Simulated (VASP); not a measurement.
Runs of VASP 6.6.1 on Nb. The structure is that of space group Im-3m (No. 229), or close to it. The cells are those of the table. 

```tsv
task	cell	cutoff (eV)	gap on the mesh (eV)	pressure (GPa)
single point	a = 2.790 Å, angles 70.5, 109.5, 70.5°, 1 atom	520	none	(a)
single point	a = 2.730 Å, angles 70.5, 109.5, 70.5°, 1 atom	520	none	29.4
single point	a = 2.869 Å, angles 70.5, 109.5, 70.5°, 1 atom	520	none	-0.4
relaxation of cell and atoms	relaxed to 15 GPa from a = 2.884 Å, angles 70.5, 109.5, 70.5°, 1 atom	600	none	14.7
relaxation of cell and atoms	relaxed to 45 GPa from a = 2.884 Å, angles 70.5, 109.5, 70.5°, 1 atom	600	none	44.8
```

Alike in all rows: level PBE; potentials or basis VASP PAW PBE potentials, release 64 (Nb_sv); no spin polarisation; k mesh 10 × 10 × 10; smearing methfessel-paxton 0.1 eV.

Question: Fill in the values left out.

Answer: (a) 14.9.

Caveats: the cell is relaxed towards a set pressure, so the enthalpy falls and the energy may rise (some runs).

A k mesh can miss the band edges, and the runs leave out spin-orbit coupling on Nb.

A gap of «none» marks levels without a gap at the run's occupations.
